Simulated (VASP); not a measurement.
# VOs (P-6m2) in VASP: a series of runs, part 2 of 2

VASP 6.6.1. The steps go on from the part before.

## 3. Single point, LDA, collinear spin, ferromagnetic start

INCAR reads:

```
PREC = Accurate ; ENCUT = 600
EDIFF = 1E-6 ; ISMEAR = -1
SIGMA = 0.2 ; LREAL = False
LASPH = True ; NELM = 200
ALGO = Normal ; ISIF = 2
LWAVE = False ; LCHARG = True
ISPIN = 2 ; MAGMOM = 2 0
LORBIT = 11 ; LMAXMIX = 4
LELF = True ; LVHAR = True
NBANDS = 22 ; GGA_COMPAT = False
```

KPOINTS reads:

```
regular mesh
0
Gamma
  6 6 3
```

POSCAR reads:

```
VOs
1.0
    2.7634120100      0.0000000000      0.0000000000
   -1.3817060050      2.3931850018      0.0000000000
    0.0000000000      0.0000000000      4.2580210000
V Os
1 1
Direct
    0.6666666667      0.3333333333      0.0000000000
    0.0000000000      0.0000000000      0.5000000000
```

Potentials or basis: VASP PAW LDA potentials, release 64 (V_sv, Os).

Run with:

```sh
$ cat potpaw_LDA.64/V_sv/POTCAR potpaw_LDA.64/Os/POTCAR > POTCAR
$ mpirun -np 1 vasp_std > vasp.out
```

OUTCAR:

```text
PREC = Accurate
   ENCUT = 600
   EDIFF = 1E-6
   ISMEAR = -1
   LREAL = False
   LASPH = True
   NELM = 200
   ISIF = 2
   ISPIN = 2
   LORBIT = 11

 ion  position               nearest neighbor table
   1  0.667  0.333  0.000-   2 2.66   2 2.66   2 2.66   2 2.66   2 2.66   2 2.66
   2  0.000  0.000  0.500-   1 2.66   1 2.66   1 2.66   1 2.66   1 2.66   1 2.66

  LATTYP: Found a hexagonal cell.
 ALAT       =     2.7634120100
 C/A-ratio  =     1.5408563705

  Lattice vectors:

 A1 = (   2.7634120100,   0.0000000000,   0.0000000000)
 A2 = (  -1.3817060050,   2.3931850018,   0.0000000000)
 A3 = (   0.0000000000,   0.0000000000,   4.2580210000)

Analysis of symmetry for initial positions (statically):
=====================================================================
 Subroutine PRICEL returns:
 Original cell was already a primitive cell.

 Routine SETGRP: Setting up the symmetry group for a
 hexagonal supercell.

 Subroutine GETGRP returns: Found 12 space group operations
 (whereof 12 operations were pure point group operations)
 out of a pool of 24 trial point group operations.

The static configuration has the point symmetry D_3h.

Analysis of symmetry for dynamics (positions and initial velocities):
=====================================================================
 Subroutine PRICEL returns:
 Original cell was already a primitive cell.

 Routine SETGRP: Setting up the symmetry group for a
 hexagonal supercell.

 Subroutine GETGRP returns: Found 12 space group operations
 (whereof 12 operations were pure point group operations)
 out of a pool of 24 trial point group operations.

The dynamic configuration has the point symmetry D_3h.

Analysis of structural, dynamic, and magnetic symmetry:
=====================================================================
 Subroutine PRICEL returns:
 Original cell was already a primitive cell.
[... 136 lines left out ...]

 Free energy of the ion-electron system (eV)
  ---------------------------------------------------
  ext. energy  EPLUGINS =         0.00000000
  ---------------------------------------------------
  free energy    TOTEN  =       -22.75382650 eV

  energy without entropy =      -22.39217132  energy(sigma->0) =      -22.57299891

 E-fermi :   9.0782     XC(G=0): -13.5637

 val. band max:        9.0741999173   @ k =   0.1667   0.0000   0.3333
 cond. band min:       9.0791735393   @ k =   0.5000   0.0000   0.3333
 fundamental gap:      0.0049736220
 Fermi energy:         9.0781819657

 spin component 1

 k-point     1 :       0.0000    0.0000    0.0000
  band No.  band energies     occupation
      1     -54.2015      1.00000
      2     -28.4981      1.00000
      3     -28.1733      1.00000
      4     -28.1733      1.00000
      5       0.1595      1.00000
      6       3.6779      1.00000
[... 339 lines left out ...]
     21      27.8671      0.00000
     22      28.8053      0.00000
 Fermi energy:         9.0781819657

 spin component 2

 k-point     1 :       0.0000    0.0000    0.0000
  band No.  band energies     occupation
      1     -54.1998      1.00000
      2     -28.4966      1.00000
      3     -28.1716      1.00000
      4     -28.1716      1.00000
      5       0.1599      1.00000
      6       3.6784      1.00000
[... 339 lines left out ...]
     21      27.8677      0.00000
     22      28.8057      0.00000

------------------------ aborting loop because EDIFF is reached ----------------------------------------

  FORCE on cell =-STRESS in cart. coord.  units (eV):
  Direction    XX          YY          ZZ          XY          YZ          ZX
  --------------------------------------------------------------------------------------
  -------------------------------------------------------------------------------------
  Total       -2.7454603     -2.7454603     -2.2877002      0.0000000     -0.0000000      0.0000000
  in kB     -156.2053983   -156.2053983   -130.1607315      0.0000000     -0.0000000      0.0000000
  external PRESSURE =    -147.5238427 kB  Pullay stress =       0.0000000 kB

 VOLUME and BASIS-vectors are now :
 -----------------------------------------------------------------------------
  energy-cutoff  :      600.00
  volume of cell :       28.16
      direct lattice vectors                 reciprocal lattice vectors
     2.763412010  0.000000000  0.000000000     0.361871482  0.208926598  0.000000000
    -1.381706005  2.393185002  0.000000000     0.000000000  0.417853195  0.000000000
     0.000000000  0.000000000  4.258021000     0.000000000  0.000000000  0.234850885

 POSITION                                       TOTAL-FORCE (eV/Angst)
 -----------------------------------------------------------------------------------
      1.38171      0.79773      0.00000        -0.000000      0.000000      0.000000
      0.00000      0.00000      2.12901         0.000000      0.000000      0.000000
 -----------------------------------------------------------------------------------
    total drift:                               -0.000000      0.000000      0.000000

  FREE ENERGIE OF THE ION-ELECTRON SYSTEM (eV)
  ---------------------------------------------------
  free  energy   TOTEN  =       -22.7538264988 eV

  energy  without entropy=      -22.3921713154  energy(sigma->0) =      -22.57299891

 total charge

# of ion       s       p       d       tot
------------------------------------------
    1        2.320   6.226   3.085  11.632
    2        0.688   0.655   6.216   7.559
--------------------------------------------------
tot          3.008   6.882   9.301  19.191

 magnetization (x)

# of ion       s       p       d       tot
------------------------------------------
    1        0.000   0.000   0.001   0.001
    2       -0.000   0.000  -0.000  -0.000
--------------------------------------------------
tot          0.000   0.000   0.001   0.001
```

OSZICAR:

```text
N       E                     dE             d eps       ncg     rms          rms(c)
DAV:   1     0.227814008607E+03    0.22781E+03   -0.12201E+04  1232   0.111E+03
DAV:   2    -0.168825669451E+02   -0.24470E+03   -0.23245E+03  1262   0.368E+02
DAV:   3    -0.245455060767E+02   -0.76629E+01   -0.75476E+01  1454   0.714E+01
DAV:   4    -0.245957388048E+02   -0.50233E-01   -0.50216E-01  1340   0.603E+00
DAV:   5    -0.245960892080E+02   -0.35040E-03   -0.35040E-03  1472   0.494E-01    0.271E+01
DAV:   6    -0.240098290516E+02    0.58626E+00   -0.13424E+01  1346   0.270E+01    0.144E+01
DAV:   7    -0.239891043621E+02    0.20725E-01   -0.24913E+01  1404   0.276E+01    0.102E+01
DAV:   8    -0.227618102344E+02    0.12273E+01   -0.64637E+00  1364   0.121E+01    0.251E+00
DAV:   9    -0.227588497701E+02    0.29605E-02   -0.61279E-02  1316   0.196E+00    0.108E+00
DAV:  10    -0.227554027567E+02    0.34470E-02   -0.38615E-03  1424   0.363E-01    0.597E-01
DAV:  11    -0.227537074797E+02    0.16953E-02   -0.41291E-03  1458   0.425E-01    0.168E-01
DAV:  12    -0.227538006776E+02   -0.93198E-04   -0.34734E-04  1400   0.137E-01    0.581E-02
DAV:  13    -0.227538191052E+02   -0.18428E-04   -0.38246E-05  1444   0.371E-02    0.288E-02
DAV:  14    -0.227538255011E+02   -0.63959E-05   -0.13007E-05  1204   0.168E-02    0.957E-03
DAV:  15    -0.227538264988E+02   -0.99768E-06   -0.21504E-06   788   0.741E-03
   1 F= -.22753826E+02 E0= -.22572999E+02  d E =-.361655E+00  mag=     0.0012
```

It took 10 s on 1 thread of Intel Xeon Platinum 8559C (Emerald Rapids), shared host; peak memory 0.15 GiB.

What came out:

| Property | Result |
| --- | --- |
| Free energy | -22.7538 eV |
| Pressure | -14.8 GPa |
| Net moment | 0.00 μB per cell |
| Valence electrons inside the program's atomic spheres | V 11.63; Os 7.56 |

Stress tensor (GPa, compression positive):
```
-15.62   0.00   0.00
  0.00 -15.62   0.00
  0.00   0.00 -13.02
```

Levels at points of the mesh, in eV from the Fermi level:
Spin up:
```tsv
k point	band 7	band 8	band 9	band 10	band 11	band 12	band 13	band 14
(0.00, 0.00, 0.00)	-2.19	-2.19	-0.32	-0.18	-0.18	0.34	0.34	1.16
(0.50, 0.00, 0.00)	-3.91	-1.76	-1.57	-0.37	0.16	2.46	2.95	3.26
```
Spin down:
| k point | band 6 | band 7 | band 8 | band 9 | band 10 | band 11 | band 12 | band 13 | band 14 | band 15 |
| --- | --- | --- | --- | --- | --- | --- | --- | --- | --- | --- |
| (0.00, 0.00, 0.00) | -5.40 | -2.19 | -2.19 | -0.32 | -0.18 | -0.18 | 0.34 | 0.34 | 1.16 | 2.54 |
| (0.50, 0.00, 0.00) | -4.54 | -3.91 | -1.76 | -1.57 | -0.37 | 0.16 | 2.46 | 2.95 | 3.26 | 4.36 |

Caveat: the k points lie up to 0.49 Å⁻¹ apart; spin-orbit coupling is left out, which moves the levels of the heavy elements.

## 4. Single point, LDA, collinear spin, ferromagnetic start

INCAR reads:

```
PREC     = Accurate       # precision mode
ENCUT    = 600            # plane-wave cutoff, eV
EDIFF    = 1E-6           # SCF threshold, eV
ISMEAR   = -1             # smearing method
SIGMA    = 0.1            # smearing width, eV
LREAL    = F              # projectors in reciprocal space
LASPH    = T              # aspherical terms in the spheres
NELM     = 200            # most SCF steps
ALGO     = Normal         # electronic algorithm
ISIF     = 2              # what is computed and relaxed
LWAVE    = F              # write WAVECAR
LCHARG   = F              # write CHGCAR
ISPIN    = 2              # spin polarisation
MAGMOM   = 2 0            # initial moments
LORBIT   = 11             # projections on sites
LMAXMIX  = 4              # l up to which the mixer works
GGA      = CA             # functional
NBANDS   = 22             # bands
GGA_COMPAT= F
```

KPOINTS reads:

```
Automatic mesh
0
Gamma
  6 6 3
```

POSCAR is that of step 3.

Potentials or basis: VASP PAW LDA potentials, release 64 (V_sv, Os).

Run with:

```sh
$ cat potpaw_LDA.64/V_sv/POTCAR potpaw_LDA.64/Os/POTCAR > POTCAR
$ mpirun -np 1 vasp_std > vasp.out
```

OUTCAR:

```text
PREC = Accurate
   ENCUT = 600
   EDIFF = 1E-6
   ISMEAR = -1
   LREAL = F
   LASPH = T
   NELM = 200
   ISIF = 2
   ISPIN = 2
   LORBIT = 11
   GGA = CA

 ion  position               nearest neighbor table
   1  0.667  0.333  0.000-   2 2.66   2 2.66   2 2.66   2 2.66   2 2.66   2 2.66
   2  0.000  0.000  0.500-   1 2.66   1 2.66   1 2.66   1 2.66   1 2.66   1 2.66

  LATTYP: Found a hexagonal cell.
 ALAT       =     2.7634120100
 C/A-ratio  =     1.5408563705

  Lattice vectors:

 A1 = (   2.7634120100,   0.0000000000,   0.0000000000)
 A2 = (  -1.3817060050,   2.3931850018,   0.0000000000)
 A3 = (   0.0000000000,   0.0000000000,   4.2580210000)

Analysis of symmetry for initial positions (statically):
=====================================================================
 Subroutine PRICEL returns:
 Original cell was already a primitive cell.

 Routine SETGRP: Setting up the symmetry group for a
 hexagonal supercell.

 Subroutine GETGRP returns: Found 12 space group operations
 (whereof 12 operations were pure point group operations)
 out of a pool of 24 trial point group operations.

The static configuration has the point symmetry D_3h.

Analysis of symmetry for dynamics (positions and initial velocities):
=====================================================================
 Subroutine PRICEL returns:
 Original cell was already a primitive cell.

 Routine SETGRP: Setting up the symmetry group for a
 hexagonal supercell.

 Subroutine GETGRP returns: Found 12 space group operations
 (whereof 12 operations were pure point group operations)
 out of a pool of 24 trial point group operations.

The dynamic configuration has the point symmetry D_3h.

Analysis of structural, dynamic, and magnetic symmetry:
=====================================================================
 Subroutine PRICEL returns:
 Original cell was already a primitive cell.

[... 135 lines left out ...]

 Free energy of the ion-electron system (eV)
  ---------------------------------------------------
  ext. energy  EPLUGINS =         0.00000000
  ---------------------------------------------------
  free energy    TOTEN  =       -22.61456455 eV

  energy without entropy =      -22.52033456  energy(sigma->0) =      -22.56744956

 E-fermi :   9.0871     XC(G=0): -13.5626

 val. band max:        9.0829315746   @ k =   0.5000   0.0000   0.3333
 cond. band min:       9.1681960317   @ k =   0.1667   0.1667   0.0000
 fundamental gap:      0.0852644571
 Fermi energy:         9.0871139970

 spin component 1

 k-point     1 :       0.0000    0.0000    0.0000
  band No.  band energies     occupation
      1     -54.1910      1.00000
      2     -28.4901      1.00000
      3     -28.1617      1.00000
      4     -28.1617      1.00000
      5       0.1545      1.00000
      6       3.6816      1.00000
[... 339 lines left out ...]
     21      27.8640      0.00000
     22      28.8009      0.00000
 Fermi energy:         9.0871139970

 spin component 2

 k-point     1 :       0.0000    0.0000    0.0000
  band No.  band energies     occupation
      1     -54.1904      1.00000
      2     -28.4896      1.00000
      3     -28.1612      1.00000
      4     -28.1612      1.00000
      5       0.1546      1.00000
      6       3.6817      1.00000
[... 339 lines left out ...]
     21      27.8643      0.00000
     22      28.8011      0.00000

------------------------ aborting loop because EDIFF is reached ----------------------------------------

  FORCE on cell =-STRESS in cart. coord.  units (eV):
  Direction    XX          YY          ZZ          XY          YZ          ZX
  --------------------------------------------------------------------------------------
  -------------------------------------------------------------------------------------
  Total       -3.0665573     -3.0665573     -2.2307797      0.0000000     -0.0000000     -0.0000000
  in kB     -174.4744989   -174.4744989   -126.9221869      0.0000000     -0.0000000     -0.0000000
  external PRESSURE =    -158.6237282 kB  Pullay stress =       0.0000000 kB

 VOLUME and BASIS-vectors are now :
 -----------------------------------------------------------------------------
  energy-cutoff  :      600.00
  volume of cell :       28.16
      direct lattice vectors                 reciprocal lattice vectors
     2.763412010  0.000000000  0.000000000     0.361871482  0.208926598  0.000000000
    -1.381706005  2.393185002  0.000000000     0.000000000  0.417853195  0.000000000
     0.000000000  0.000000000  4.258021000     0.000000000  0.000000000  0.234850885

 POSITION                                       TOTAL-FORCE (eV/Angst)
 -----------------------------------------------------------------------------------
      1.38171      0.79773      0.00000         0.000000      0.000000      0.000000
      0.00000      0.00000      2.12901        -0.000000     -0.000000      0.000000
 -----------------------------------------------------------------------------------
    total drift:                               -0.000000      0.000000      0.000000

  FREE ENERGIE OF THE ION-ELECTRON SYSTEM (eV)
  ---------------------------------------------------
  free  energy   TOTEN  =       -22.6145645510 eV

  energy  without entropy=      -22.5203345619  energy(sigma->0) =      -22.56744956

 total charge

# of ion       s       p       d       tot
------------------------------------------
    1        2.320   6.222   3.093  11.635
    2        0.688   0.654   6.219   7.561
--------------------------------------------------
tot          3.008   6.875   9.312  19.196

 magnetization (x)

# of ion       s       p       d       tot
------------------------------------------
    1        0.000   0.000   0.000   0.000
    2       -0.000   0.000  -0.000  -0.000
--------------------------------------------------
tot          0.000   0.000   0.000   0.000
```

Wall time 10 s (1 thread of Intel Xeon Platinum 8559C (Emerald Rapids), shared host); peak memory 0.16 GiB.

Results:

| Property | Result |
| --- | --- |
| Free energy | -22.6146 eV |
| Pressure | -15.9 GPa |
| Net moment | 0.00 μB per cell |
| Valence electrons inside the program's atomic spheres | V 11.63; Os 7.56 |

Stress tensor (GPa, compression positive):
```
-17.45   0.00   0.00
  0.00 -17.45   0.00
  0.00   0.00 -12.69
```

Caveat: the k points lie up to 0.49 Å⁻¹ apart; spin-orbit coupling is left out, which moves the levels of the heavy elements.

## 5. Single point, LDA, collinear spin, ferromagnetic start

INCAR reads:

```
PREC     = Accurate       # precision mode
ENCUT    = 600            # plane-wave cutoff, eV
EDIFF    = 1E-6           # SCF threshold, eV
ISMEAR   = -1             # smearing method
SIGMA    = 0.05           # smearing width, eV
LREAL    = False          # projectors in reciprocal space
LASPH    = True           # aspherical terms in the spheres
NELM     = 200            # most SCF steps
ALGO     = Normal         # electronic algorithm
ISIF     = 2              # what is computed and relaxed
LWAVE    = False          # write WAVECAR
LCHARG   = False          # write CHGCAR
ISPIN    = 2              # spin polarisation
MAGMOM   = 2 0            # initial moments
LORBIT   = 11             # projections on sites
LMAXMIX  = 4              # l up to which the mixer works
GGA      = CA             # functional
NBANDS   = 22             # bands
GGA_COMPAT= False
```

KPOINTS reads:

```
regular mesh
0
Gamma
  6 6 3
```

POSCAR is that of step 4.

Run with:

```sh
$ cat potpaw_LDA.64/V_sv/POTCAR potpaw_LDA.64/Os/POTCAR > POTCAR
$ mpirun -np 1 vasp_std > vasp.out
```

Run time: 12 s. Hardware: 1 thread of Intel Xeon Platinum 8559C (Emerald Rapids), shared host; peak memory 0.16 GiB.

Results (log left out):

- Free energy: -22.5790 eV
- Pressure: -16.2 GPa
- Net moment: 0.00 μB per cell
- Valence electrons inside the program's atomic spheres: V 11.64; Os 7.56

Stress tensor (GPa, compression positive):
```
-18.17   0.00   0.00
  0.00 -18.17   0.00
  0.00   0.00 -12.27
```

Levels at points of the mesh, in eV from the Fermi level:
Spin up:
```csv
k point,band 6,band 7,band 8,band 9,band 10,band 11,band 12,band 13,band 14,band 15
"(0.00, 0.00, 0.00)",-5.41,-2.22,-2.22,-0.33,-0.18,-0.18,0.34,0.34,1.14,2.53
"(0.50, 0.00, 0.00)",-4.55,-3.92,-1.77,-1.58,-0.37,0.15,2.43,2.95,3.26,4.35
```
Spin down:
| k point | band 8 | band 9 | band 10 | band 11 | band 12 | band 13 |
| --- | --- | --- | --- | --- | --- | --- |
| (0.00, 0.00, 0.00) | -2.22 | -0.33 | -0.18 | -0.18 | 0.34 | 0.34 |
| (0.50, 0.00, 0.00) | -1.77 | -1.58 | -0.37 | 0.15 | 2.43 | 2.95 |

Caveat: the k points lie up to 0.49 Å⁻¹ apart; spin-orbit coupling is left out, which moves the levels of the heavy elements.

## 6. The runs side by side

```tsv
smearing	gap on the mesh (eV)	pressure (GPa)	moment (μB)
fermi-dirac 0.3 eV	none	-13.3	0.00
fermi-dirac 0.2 eV	none	-14.8	0.00
fermi-dirac 0.1 eV	none	-15.9	0.00
fermi-dirac 0.05 eV	none	-16.2	0.00
```

Alike in all rows: task single point; level LDA; potentials or basis VASP PAW LDA potentials, release 64 (V_sv, Os); spin collinear, ferromagnetic start; cell as given; k mesh 6 × 6 × 3; cutoff (eV) 600.

Caveats: all runs use coarse meshes; spin-orbit coupling is left out, which moves the levels of the heavy elements; so wide a smearing shifts energies and pressures (at least some runs).

Absolute energies hang on the potentials; compare differences alone.
